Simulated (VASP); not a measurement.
Input of a VASP 6.6.1 run:

Contents of INCAR:

```
ALGO = Normal
EDIFF = 1E-7
ENCUT = 520
GGA = PS
ISIF = 2
ISMEAR = -1
LASPH = T
LCHARG = F
LREAL = F
LWAVE = F
NBANDS = 16
NELM = 80
PREC = Accurate
SIGMA = 0.05
```

Contents of KPOINTS:

```
k-points
0
Gamma
  8 8 8
```

Contents of POSCAR:

```
GaP
1.0
    0.0000000000      2.7192440000      2.7192440000
    2.7192440000      0.0000000000      2.7192440000
    2.7192440000      2.7192440000      0.0000000000
Ga P
1 1
Direct
    0.0000000000      0.0000000000      0.0000000000
    0.2500000000      0.2500000000      0.2500000000
```

Potentials or basis: VASP PAW PBE potentials, release 64 (Ga_d, P).

The run is started by

```console
$ cat potpaw_PBE.64/Ga_d/POTCAR potpaw_PBE.64/P/POTCAR > POTCAR
$ mpirun -np 1 vasp_std > vasp.out
```

What does it give for the band gap on the k mesh?

1.50 eV, indirect (least direct gap 1.80 eV).

Estimate the pressure.

-0.1 GPa.

Caveat: the PAW data sets were made with another functional, which shifts forces and pressure a little. A hybrid or GW would open this gap; PBEsol tends to underestimate it.
